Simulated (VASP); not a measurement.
Here is a VASP 6.6.1 calculation.

INCAR

```
ALGO = Normal ; EDIFF = 1E-8
ENCUT = 400 ; GGA = PS
GGA_COMPAT = False ; ISIF = 2
ISMEAR = -1 ; LASPH = True
LCHARG = False ; LEFG = True
LREAL = False ; LWAVE = False
NBANDS = 16 ; NELM = 120
PREC = Accurate ; SIGMA = 0.02
```

Contents of KPOINTS:

```
k-points
0
Gamma
  7 7 7
```

Contents of POSCAR:

```
AgBr
1.0
   -0.0288605000      2.8716197500      2.8716197500
    2.8716197500     -0.0288605000      2.8716197500
    2.8716197500      2.8716197500     -0.0288605000
Ag Br
1 1
Direct
    0.5000000000      0.5000000000      0.5000000000
    0.0000000000      0.0000000000      0.0000000000
```

Potentials or basis: VASP PAW PBE potentials, release 64 (Ag, Br).

Launch:

```bash
$ cat potpaw_PBE.64/Ag/POTCAR potpaw_PBE.64/Br/POTCAR > POTCAR
$ mpirun -np 1 vasp_std > vasp.out
```

(1) Predict the pressure.

(2) What does it give for the band gap on the k mesh?

Results:

(1) -2.5 GPa.

(2) 0.57 eV (least direct gap 2.34 eV).

Caveat: the cell differs from its parent crystal (equal xy, yz and zx shear strains of -1 %); semilocal functionals underestimate gaps, and a narrow one can read as zero; without QUAD_EFG the Cq values of the log hold for a quadrupole moment of 1 mb, not for the nuclei; the PAW data sets were made with another functional, which shifts forces and pressure a little.
